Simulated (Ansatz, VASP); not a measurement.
Rb in VASP and in Ansatz

The input INCAR:

```
SYSTEM = Rb
PREC = Accurate
ENCUT = 520
EDIFF = 1E-6
ISMEAR = 0
SIGMA = 0.1
LREAL = .FALSE.
LASPH = .TRUE.
NELM = 60
ALGO = Normal
ISIF = 2
LWAVE = .FALSE.
LCHARG = .FALSE.
GGA = PS
NBANDS = 10
```

File KPOINTS:

```
Automatic mesh
0
G
  10 10 10
  0 0 0
```

The input POSCAR:

```
Rb
1.0
   -2.8585283200      2.8585283200      2.8585283200
    2.8585283200     -2.8585283200      2.8585283200
    2.8585283200      2.8585283200     -2.8585283200
Rb
1
Direct
    0.0000000000      0.0000000000      0.0000000000
```

Input for Ansatz:

```yaml
crystal:
  lattice:
    - [-2.85852832, 2.85852832, 2.85852832]
    - [2.85852832, -2.85852832, 2.85852832]
    - [2.85852832, 2.85852832, -2.85852832]
  atoms:
    - { symbol: Rb, position: [0.0, 0.0, 0.0] }
basis:
  ecutwfc: 420
kpoints:
  mp_grid: { grid: [10, 10, 10] }
hamiltonian:
  xc: pbesol
scf:
  occupations: { method: gaussian, width: 0.1 }
output:
  forces: true
  stress: true
  eigenvalues: true
  populations: true
  write_density: true
  write_potential: true
  elf: true
  volumetric_format: npy
```

Alike in both runs: task single point; functional PBEsol; k mesh 10 × 10 × 10; occupations gaussian, width 0.1 eV; no spin polarisation.

|  | VASP | Ansatz |
| --- | --- | --- |
| version | VASP 6.6.1 | Ansatz 0.2.0 |
| potentials or method | VASP PAW PBE potentials, release 64 (Rb_sv), cutoff 520 eV | scalar-relativistic, plane waves, PAW |
| valence electrons in the cell | 9 | 9 |

|  | VASP | Ansatz | Ansatz less VASP |
| --- | --- | --- | --- |
| gap on the k mesh at the Fermi level (eV) | none | none | - |
| pressure (GPa) | -0.2 | -0.2 | 0.00 |

VASP's potentials were made for PBE, not for PBEsol. A gap of «none» marks a metal or a gap that the smearing closes.
